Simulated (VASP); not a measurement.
Set up this calculation in VASP 6.6.1, as the native input.

```
Task                   : single point
Functional             : PBEsol
Potentials or basis    : VASP PAW PBE potentials, release 64 (Au, Al)
Cutoff                 : 520 eV
k mesh                 : 11 × 11 × 11
Occupations            : fermi-dirac, width 0.05 eV
Spin                   : no spin polarisation
Dipole correction      : no
Further INCAR settings : ALGO = Normal; EDIFF = 1e-06; NBANDS = 20
```

The structure of AlAu2 lies in POSCAR:

```
AlAu2
1.0
   -1.6715144750      1.6715144750      4.3990752400
    1.6715144750     -1.6715144750      4.3990752400
    1.6715144750      1.6715144750     -4.3990752400
Au Al
2 1
Direct
    0.3437272000      0.3437272000      0.0000000000
    0.6562728000      0.6562728000      0.0000000000
    0.0000000000      0.0000000000      0.0000000000
```

These files were run (other wordings do the same):

INCAR

```
SYSTEM = AlAu2
  PREC = Accurate
  ENCUT = 520
  EDIFF = 1E-6
  ISMEAR = -1
  SIGMA = 0.05
  LREAL = .False.
  LASPH = .True.
  NELM = 80
  ALGO = Normal
  ISIF = 2
  LWAVE = .False.
  LCHARG = .False.
  GGA = PS
  NBANDS = 20
```

KPOINTS

```
Automatic mesh
0
Gamma
  11 11 11
  0 0 0
```

Potentials or basis: VASP PAW PBE potentials, release 64 (Au, Al).

Command:

```console
$ cat potpaw_PBE.64/Au/POTCAR potpaw_PBE.64/Al/POTCAR > POTCAR
$ mpirun -np 1 vasp_std > vasp.out
```

It gave:

The pressure is -2.5 GPa. The largest force is 0.055 eV/Å.

Caveat: the PAW data sets were made with another functional, which shifts forces and pressure a little.

Wall time 2.8 min on 1 thread of Intel(R) Xeon(R) Platinum 8259CL CPU @ 2.50GHz (Skylake/Cascade Lake) (shared host), peak memory 0.31 GiB.
